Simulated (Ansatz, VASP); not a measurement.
**Two plane-wave programs on SiW6**

Contents of INCAR:

```
PREC     = Accurate       # precision mode
ENCUT    = 520            # plane-wave cutoff, eV
EDIFF    = 1E-6           # SCF threshold, eV
ISMEAR   = 0              # smearing method
SIGMA    = 0.1            # smearing width, eV
LREAL    = F              # projectors in reciprocal space
LASPH    = T              # aspherical terms in the spheres
NELM     = 80             # most SCF steps
ALGO     = Normal         # electronic algorithm
ISIF     = 2              # what is computed and relaxed
LWAVE    = F              # write WAVECAR
LCHARG   = F              # write CHGCAR
LDIPOL   = T            
IDIPOL   = 3            
DIPOL    = 0.5 0.5 0.323
GGA      = PE             # functional
IVDW     = 12             # dispersion correction
NBANDS   = 53             # bands
```

KPOINTS

```
Automatic mesh
0
Gamma
  6 6 1
```

Contents of POSCAR:

```
SiW6
1.0
    4.4682526257      0.0000000000      0.0000000000
   -2.2341263128      3.8696202844      0.0000000000
    0.0000000000      0.0000000000     21.6259061357
W Si
6 1
Direct
    0.6666666667      0.3333333333      0.1849633479
    0.3333333333      0.6666666667      0.2271386095
    0.0000000000      0.0000000000      0.2693138710
    0.6666666667      0.3333333333      0.3085097946
    0.3333333333      0.6666666667      0.3483008428
    0.0000000000      0.0000000000      0.3849968683
    0.4444444444      0.2222222222      0.5375916303
```

Input for Ansatz:

```yaml
crystal:
  lattice:
    - [4.4682526257, 0.0, 0.0]
    - [-2.2341263128, 3.8696202844, 0.0]
    - [0.0, 0.0, 21.6259061357]
  atoms:
    - { symbol: W, position: [0.6666666667, 0.3333333333, 0.1849633479] }
    - { symbol: W, position: [0.3333333333, 0.6666666667, 0.2271386095] }
    - { symbol: W, position: [0.0, 0.0, 0.269313871] }
    - { symbol: W, position: [0.6666666667, 0.3333333333, 0.3085097946] }
    - { symbol: W, position: [0.3333333333, 0.6666666667, 0.3483008428] }
    - { symbol: W, position: [0.0, 0.0, 0.3849968683] }
    - { symbol: Si, position: [0.4444444444, 0.2222222222, 0.5375916303] }
basis:
  ecutwfc: 420
kpoints:
  mp_grid: { grid: [6, 6, 1] }
hamiltonian:
  xc: pbe
  pseudopotentials: { kind: paw, azcp: { folder: soft_1 } }
  dispersion: d3bj
scf:
  occupations: { method: gaussian, width: 0.1 }
output:
  forces: true
  eigenvalues: true
efield:
  axis: 3
  dipole_correction: true
  ramp_width: 0.04
```

Alike in both runs: task single point; functional PBE; dispersion D3(BJ); k mesh 6 × 6 × 1; occupations gaussian, width 0.1 eV; no spin polarisation.

```csv
,VASP,Ansatz
version,VASP 6.6.1,Ansatz 0.2.0
potentials or method,"VASP PAW PBE potentials, release 64 (W_sv, Si), cutoff 520 eV","scalar-relativistic, plane waves, PAW"
valence electrons in the cell,88,88
```

|  | VASP | Ansatz | Ansatz less VASP |
| --- | --- | --- | --- |
| gap on the k mesh at the Fermi level (eV) | none | none | - |
| rms of the force components (eV/Å) | 1.606 | 1.595 | -0.0110 |

Atom by atom the forces differ by 0.021 eV/Å (rms over components). A gap of «none» marks a metal or a gap that the smearing closes. Ansatz's warnings: dispersion switch in reach, vacuum below fermi.

Spin-orbit coupling is off throughout.
